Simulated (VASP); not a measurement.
Write the native input for VASP 6.6.1 that does the following.

* Task: single point
* Functional: LDA
* Potentials or basis: VASP PAW LDA potentials, release 64 (Ag)
* Cutoff: 520 eV
* k mesh: 14 × 14 × 4
* Occupations: fermi-dirac, width 0.08 eV
* Spin: no spin polarisation
* Dipole correction: no
* k mesh for the DOS: 21 × 21 × 6
* Occupations for the DOS: tetrahedron
* Further INCAR settings: ALGO = Normal; EDIFF = 1e-06

Ag:

```
Ag
1.0
     2.88620    0.00000    0.00000
    -1.44310    2.49952    0.00000
     0.00000    0.00000   10.00000
Ag
4
Cartesian
  0.0000 1.6663 2.5000
  1.4431 0.8332 7.5000
  0.0000 0.0000 0.0000
  0.0000 0.0000 5.0000
```

This isn't the form of Ag at room conditions, which is fcc.

One way to write it, as run:

POSCAR

```
Ag
1.0
    2.8861989086      0.0000000000      0.0000000000
   -1.4430994543      2.4995215753      0.0000000000
    0.0000000000      0.0000000000     10.0000000000
Ag
4
Direct
    0.3333333333      0.6666666667      0.2500000000
    0.6666666667      0.3333333333      0.7500000000
    0.0000000000      0.0000000000      0.0000000000
    0.0000000000      0.0000000000      0.5000000000
```

INCAR.step1

```
PREC = Accurate
ENCUT = 520
EDIFF = 1E-6
ISMEAR = -1
SIGMA = 0.08
LREAL = F
LASPH = T
NELM = 80
ALGO = Normal
ISIF = 2
LWAVE = F
LCHARG = T
LMAXMIX = 4
NBANDS = 30
```

KPOINTS.step1

```
Automatic mesh
0
Gamma
  14 14 4
```

INCAR.step2

```
PREC = Accurate
ENCUT = 520
EDIFF = 1E-6
ISMEAR = -5
SIGMA = 0.08
LREAL = F
LASPH = T
NELM = 80
ALGO = Normal
ISIF = 2
LWAVE = F
LCHARG = F
LMAXMIX = 4
LORBIT = 11
NEDOS = 2001
ICHARG = 11
```

KPOINTS.step2

```
Automatic mesh
0
Gamma
  21 21 6
```

Potentials or basis: VASP PAW LDA potentials, release 64 (Ag).

Run with:

```bash
$ cat potpaw_LDA.64/Ag/POTCAR > POTCAR
$ cp INCAR.step1 INCAR
$ cp KPOINTS.step1 KPOINTS
$ mpirun -np 1 vasp_std > vasp.out
$ cp INCAR.step2 INCAR
$ cp KPOINTS.step2 KPOINTS
$ mpirun -np 1 vasp_std > vasp.out
```

Results of the run:

```json
{"Valence electrons inside the program's atomic spheres": "Ag 9.82"}
```

Run time: 8.4 min on 1 thread of Intel Xeon 8259CL, with other jobs on the host, peak memory 0.36 GiB.
